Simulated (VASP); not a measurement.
# SrTiO3 (Pm-3m) in VASP: further runs

The runs below take SrTiO3 through single point, with r2SCAN.

Program: VASP 6.6.1. These are calculated values, not measurements. Logs are shortened: lines on timing, memory, paths and dates and some standing lists are left out, and cuts for length are marked.

## (1) The cell of the first run

Symmetry: Pm-3m, No. 221, cubic system. Conventional cell: a = 3.819 Å, b = 3.819 Å, c = 3.819 Å, α = 90.00°, β = 90.00°, γ = 90.00°. Within 3.6 Å of Sr (site symmetry m-3m) lie 12 O at 2.70 Å and 8 Ti at 3.31 Å. Within 2.5 Å of Ti (site symmetry m-3m) lie 6 O at 1.91 Å. O (site symmetry 4/mmm) has 2 Ti at 1.91 Å within 2.5 Å.

## (2) Single point, r2SCAN

Input file POSCAR:

```
SrTiO3
1.0
    3.8189057851      0.0000000000      0.0000000000
    0.0000000000      3.8189057851      0.0000000000
    0.0000000000      0.0000000000      3.8189057851
Sr Ti O
1 1 3
Direct
    0.5000000000      0.5000000000      0.5000000000
    0.0000000000      0.0000000000      0.0000000000
    0.5000000000      0.0000000000      0.0000000000
    0.0000000000      0.5000000000      0.0000000000
    0.0000000000      0.0000000000      0.5000000000
```

Input file INCAR.step1:

```
SYSTEM = SrTiO3
  ALGO = Normal
  EDIFF = 1E-5
  ENCUT = 660
  GGA = PE
  GGA_COMPAT = .FALSE.
  ISMEAR = 0
  LASPH = .TRUE.
  LCHARG = .FALSE.
  LREAL = .FALSE.
  LWAVE = .TRUE.
  NBANDS = 28
  NELM = 120
  PREC = Accurate
  SIGMA = 0.01
```

Input file INCAR.step2:

```
SYSTEM = SrTiO3
  ALGO = Normal
  EDIFF = 1E-6
  ENCUT = 660
  GGA_COMPAT = .FALSE.
  ISIF = 2
  ISMEAR = 0
  ISTART = 1
  LASPH = .TRUE.
  LCHARG = .TRUE.
  LELF = .TRUE.
  LMIXTAU = .TRUE.
  LREAL = .FALSE.
  LVHAR = .TRUE.
  LWAVE = .FALSE.
  METAGGA = R2SCAN
  NBANDS = 28
  NELM = 120
  PREC = Accurate
  SIGMA = 0.01
```

Input file KPOINTS:

```
k-points
0
G
  6 6 6
  0 0 0
```

Potentials or basis: VASP PAW PBE potentials, release 64 (Sr_sv, Ti_sv, O).

The run is started by

```sh
$ cat potpaw_PBE.64/Sr_sv/POTCAR potpaw_PBE.64/Ti_sv/POTCAR potpaw_PBE.64/O/POTCAR > POTCAR
$ cp INCAR.step1 INCAR
$ mpirun -np 1 vasp_std > vasp.out
$ cp INCAR.step2 INCAR
$ mpirun -np 1 vasp_std > vasp.out
```

OUTCAR:

```text
SYSTEM = SrTiO3
   EDIFF = 1E-6
   ENCUT = 660
   ISIF = 2
   ISMEAR = 0
   ISTART = 1
   LASPH = .TRUE.
   LREAL = .FALSE.
   METAGGA = R2SCAN
   NELM = 120
   PREC = Accurate

 ion  position               nearest neighbor table
   1  0.500  0.500  0.500-   3 2.70   4 2.70   5 2.70   3 2.70   4 2.70   3 2.70   5 2.70   3 2.70
                             4 2.70   5 2.70   4 2.70   5 2.70   2 3.31   2 3.31   2 3.31   2 3.31
   2  0.000  0.000  0.000-   3 1.91   4 1.91   5 1.91   5 1.91   4 1.91   3 1.91   1 3.31   1 3.31
                             1 3.31   1 3.31   1 3.31   1 3.31   1 3.31   1 3.31
   3  0.500  0.000  0.000-   2 1.91   2 1.91   1 2.70   1 2.70   1 2.70   1 2.70
   4  0.000  0.500  0.000-   2 1.91   2 1.91   1 2.70   1 2.70   1 2.70   1 2.70
   5  0.000  0.000  0.500-   2 1.91   2 1.91   1 2.70   1 2.70   1 2.70   1 2.70

  LATTYP: Found a simple cubic cell.
 ALAT       =     3.8189057851

  Lattice vectors:

 A1 = (   3.8189057851,   0.0000000000,   0.0000000000)
 A2 = (   0.0000000000,   3.8189057851,   0.0000000000)
 A3 = (   0.0000000000,   0.0000000000,   3.8189057851)

Analysis of symmetry for initial positions (statically):
=====================================================================
 Subroutine PRICEL returns:
 Original cell was already a primitive cell.

 Routine SETGRP: Setting up the symmetry group for a
 simple cubic supercell.

 Subroutine GETGRP returns: Found 48 space group operations
 (whereof 48 operations were pure point group operations)
 out of a pool of 48 trial point group operations.

The static configuration has the point symmetry O_h .

Analysis of symmetry for dynamics (positions and initial velocities):
=====================================================================
 Subroutine PRICEL returns:
 Original cell was already a primitive cell.

 Routine SETGRP: Setting up the symmetry group for a
 simple cubic supercell.

 Subroutine GETGRP returns: Found 48 space group operations
 (whereof 48 operations were pure point group operations)
 out of a pool of 48 trial point group operations.

The dynamic configuration has the point symmetry O_h .

 Subroutine INISYM returns: Found 48 space group operations
 (whereof 48 operations are pure point group operations),
 and found     1 'primitive' translations

----------------------------------------------------------------------------------------

[... 94 lines left out ...]
   LREAL  =      F    real-space projection
   EDIFFG = 0.1E-04   stopping-criterion for IOM
   NSW    =      0    number of steps for IOM
   IBRION =     -1    ionic relax: 0-MD 1-quasi-New 2-CG
   NFREE  =      0    steps in history (QN), initial steepest desc. (CG)
   ISIF   =      2    stress and relaxation
   ISYM   =      2    0-nonsym 1-usesym 2-fastsym
   POTIM  = 0.5000    time-step for ionic-motion
   TEBEG  =    0.0;   TEEND  =   0.0 temperature during run
   PSTRESS=    0.0 pullay stress
   NELECT =      40.0000    total number of electrons
   NUPDOWN=      -1.0000    fix difference up-down
   EMIN   =  10.00;   EMAX   =-10.00  energy-range for DOS
   EFERMI =   0.00;   METHOD = LEGACY
   ISMEAR =     0;   SIGMA  =   0.01  broadening in eV -4-tet -1-fermi 0-gaus
   EFERMI_NEDOS =   21; number of points for ismear=-14 and -15
   IALGO  =     38    algorithm
   IMIX   =      4    mixing-type and parameters
     AMIX     =   0.40;   BMIX     =  1.00
     AMIX_MAG =   1.60;   BMIX_MAG =  1.00
  volume/ion in A,a.u.               =      11.14        75.17
  Fermi-wavevector in a.u.,A,eV,Ry     =   1.466074  2.770478 29.243994  2.149373
  Thomas-Fermi vector in A             =   2.581855
   LORBIT       =      0    0 simple, 1 ext, 2 COOP (PROOUT), +10 PAW based schemes
   METAGGA = R2SCAN    functional components
   LHFCALC =     F    Hartree Fock is set to
   AEXX    =    0.0000 exact exchange contribution
   IVDW    =     0    specifies the selected vdW correction
   LEPSILON=     F    determine dielectric tensor
   LRPA    =     F    only Hartree local field effects (RPA)
 non-spin polarized calculation
 Gauss-broadening in eV      SIGMA  =   0.01
  energy-cutoff  :      660.00
  volume of cell :       55.70
 maximum number of plane-waves:      2176
 NGX is ok and might be reduce to    32
   NGX = 15   NGY = 15   NGZ = 15

 number of electron      40.0000016 magnetization

 Free energy of the ion-electron system (eV)
  ---------------------------------------------------
  ext. energy  EPLUGINS =         0.00000000
  ---------------------------------------------------
  free energy    TOTEN  =       -63.13925582 eV

  energy without entropy =      -63.13925582  energy(sigma->0) =      -63.13925582

 E-fermi :   4.5167     XC(G=0): -12.3206

 val. band max:        4.4103168457   @ k =   0.5000   0.5000   0.5000
 cond. band min:       6.8321569355   @ k =   0.0000   0.0000   0.0000
 fundamental gap:      2.4218400899
 Fermi energy:         4.5166917890

 k-point     1 :       0.0000    0.0000    0.0000
  band No.  band energies     occupation
      1     -53.9490      2.00000
      2     -29.2580      2.00000
      3     -29.1989      2.00000
      4     -29.1989      2.00000
      5     -29.1989      2.00000
      6     -14.2498      2.00000
[... 609 lines left out ...]
     27      14.0898      0.00000
     28      14.0898      0.00000

------------------------ aborting loop because EDIFF is reached ----------------------------------------

  FORCE on cell =-STRESS in cart. coord.  units (eV):
  Direction    XX          YY          ZZ          XY          YZ          ZX
  --------------------------------------------------------------------------------------
  -------------------------------------------------------------------------------------
  Total        5.5369106      5.5369106      5.5369106     -0.0000000      0.0000000      0.0000000
  in kB      159.2800042    159.2800042    159.2800042     -0.0000000      0.0000000      0.0000000
  external PRESSURE =     159.2800042 kB  Pullay stress =       0.0000000 kB

 VOLUME and BASIS-vectors are now :
 -----------------------------------------------------------------------------
  energy-cutoff  :      660.00
  volume of cell :       55.70
      direct lattice vectors                 reciprocal lattice vectors
     3.818905785  0.000000000  0.000000000     0.261855111  0.000000000  0.000000000
     0.000000000  3.818905785  0.000000000     0.000000000  0.261855111  0.000000000
     0.000000000  0.000000000  3.818905785     0.000000000  0.000000000  0.261855111

 POSITION                                       TOTAL-FORCE (eV/Angst)
 -----------------------------------------------------------------------------------
      1.90945      1.90945      1.90945         0.000000      0.000000      0.000000
      0.00000      0.00000      0.00000         0.000000      0.000000      0.000000
      1.90945      0.00000      0.00000         0.000000      0.000000      0.000000
      0.00000      1.90945      0.00000         0.000000      0.000000      0.000000
      0.00000      0.00000      1.90945         0.000000      0.000000      0.000000
 -----------------------------------------------------------------------------------
    total drift:                                0.000000      0.000000     -0.000000

  FREE ENERGIE OF THE ION-ELECTRON SYSTEM (eV)
  ---------------------------------------------------
  free  energy   TOTEN  =       -63.1392558231 eV

  energy  without entropy=      -63.1392558231  energy(sigma->0) =      -63.13925582
```

OUTCAR.step1:

```text
SYSTEM = SrTiO3
   EDIFF = 1E-5
   ENCUT = 660
   GGA = PE
   ISMEAR = 0
[... 848 lines left out ...]
      0.00000      0.00000      0.00000         0.000000      0.000000      0.000000
      1.90945      0.00000      0.00000         0.000000      0.000000      0.000000
      0.00000      1.90945      0.00000         0.000000      0.000000      0.000000
      0.00000      0.00000      1.90945         0.000000      0.000000      0.000000
 -----------------------------------------------------------------------------------
    total drift:                                0.000000      0.000000     -0.000000

  FREE ENERGIE OF THE ION-ELECTRON SYSTEM (eV)
  ---------------------------------------------------
  free  energy   TOTEN  =       -39.7984545736 eV

  energy  without entropy=      -39.7984545736  energy(sigma->0) =      -39.79845457
```

OSZICAR.step1:

```text
N       E                     dE             d eps       ncg     rms          rms(c)
DAV:   1     0.471580195902E+03    0.47158E+03   -0.24160E+04  1120   0.187E+03
DAV:   2     0.159636516430E+01   -0.46998E+03   -0.44624E+03  1212   0.488E+02
DAV:   3    -0.469006541095E+02   -0.48497E+02   -0.47979E+02  1316   0.150E+02
DAV:   4    -0.497436031740E+02   -0.28429E+01   -0.28365E+01  1868   0.313E+01
DAV:   5    -0.497954749949E+02   -0.51872E-01   -0.51847E-01  1488   0.360E+00    0.294E+01
DAV:   6    -0.397133237952E+02    0.10082E+02   -0.49502E+01  1572   0.670E+01    0.166E+01
DAV:   7    -0.398284973018E+02   -0.11517E+00   -0.64713E+00  1408   0.194E+01    0.122E+01
DAV:   8    -0.398698400333E+02   -0.41343E-01   -0.12644E+00  1348   0.124E+01    0.268E+00
DAV:   9    -0.398041169956E+02    0.65723E-01   -0.28555E-01  1396   0.584E+00    0.102E+00
DAV:  10    -0.398037610587E+02    0.35594E-03   -0.88136E-02  1428   0.204E+00    0.696E-01
DAV:  11    -0.397984636692E+02    0.52974E-02   -0.21370E-02  1720   0.139E+00    0.130E-01
DAV:  12    -0.397984351201E+02    0.28549E-04   -0.13701E-03  1332   0.409E-01    0.861E-02
DAV:  13    -0.397984579031E+02   -0.22783E-04   -0.49784E-04  1472   0.155E-01    0.457E-02
DAV:  14    -0.397984545736E+02    0.33295E-05   -0.48977E-05  1288   0.538E-02
   1 F= -.39798455E+02 E0= -.39798455E+02  d E =-.313505E-31
```

Wall time 2.4 min (1 thread of Intel Xeon 8259CL, shared host); peak memory 0.22 GiB.

Results:

* Free energy: -63.1393 eV
* Pressure: 15.9 GPa
* Band gap on the k mesh: 2.42 eV (least direct gap 2.76 eV)

Levels at points of the mesh, in eV from the valence-band top:
```tsv
k point	band 16	band 17	band 18	band 19	band 20	band 21	band 22	band 23	band 24	band 25
(0.00, 0.00, 0.00)	-1.33	-1.33	-0.34	-0.34	-0.34	2.42	2.42	2.42	5.11	5.11
(0.50, 0.00, 0.00)	-2.53	-2.53	-2.22	-0.76	-0.76	2.62	4.57	4.57	5.15	7.69
(0.50, 0.50, 0.00)	-3.12	-1.73	-1.67	-1.67	-0.10	4.58	4.58	5.09	6.29	8.91
(0.50, 0.50, 0.50)	-3.99	-3.99	0.00	0.00	0.00	5.36	5.36	5.36	7.92	7.92
```

Caveat: the cell stands under pressure; the PAW data sets were made with another functional, which shifts forces and pressure a little.

(Continued in part 2 of 2.)
